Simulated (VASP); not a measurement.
## BiTe: single point with r2SCAN

Crystal: BiTe.

```
Bi Te
1.0
     0.00000    3.62078    3.62078
     3.62078    0.00000    3.62078
     3.62078    3.62078    0.00000
Bi Te
1 1
Cartesian
  0.0000 0.0000 0.0000
  1.8104 1.8104 1.8104
```

- Program: VASP 6.6.1
- Task: single point
- Functional: r2SCAN
- Potentials or basis: VASP PAW PBE potentials, release 64 (Bi_d, Te)
- Cutoff: 520 eV
- k mesh: 8 × 8 × 8
- Occupations: gaussian, width 0.05 eV
- Spin: no spin polarisation
- Dipole correction: no
- Further INCAR settings: ALGO = Normal; EDIFF = 1e-07; NBANDS = 18

* Pressure: -0.6 GPa
* Band gap on the k mesh: zero (an odd number of electrons rules out a gap without spin polarisation)

Levels at points of the mesh, in eV from the Fermi level:
| k point | band 8 | band 9 | band 10 | band 11 | band 12 | band 13 | band 14 | band 15 |
| --- | --- | --- | --- | --- | --- | --- | --- | --- |
| (0.00, 0.00, 0.00) | -2.98 | -2.98 | -2.98 | -0.21 | -0.21 | -0.21 | 3.21 | 6.29 |
| (0.50, 0.00, 0.00) | -3.61 | -3.61 | -3.55 | 0.75 | 0.75 | 2.25 | 5.05 | 5.72 |
| (0.50, 0.50, 0.00) | -4.31 | -4.31 | -2.00 | -1.01 | 2.78 | 2.78 | 4.89 | 5.71 |

Wall time 2.4 min on 1 thread of Intel(R) Xeon(R) Platinum 8488C (Sapphire Rapids), on a shared host, peak memory 0.27 GiB.

Caveat: the PAW data sets were made with another functional, which shifts forces and pressure a little; spin-orbit coupling is left out, which moves the levels of the heavy elements; an odd number of electrons without spin polarisation forces a metal; a magnetic or distorted state may lie lower.
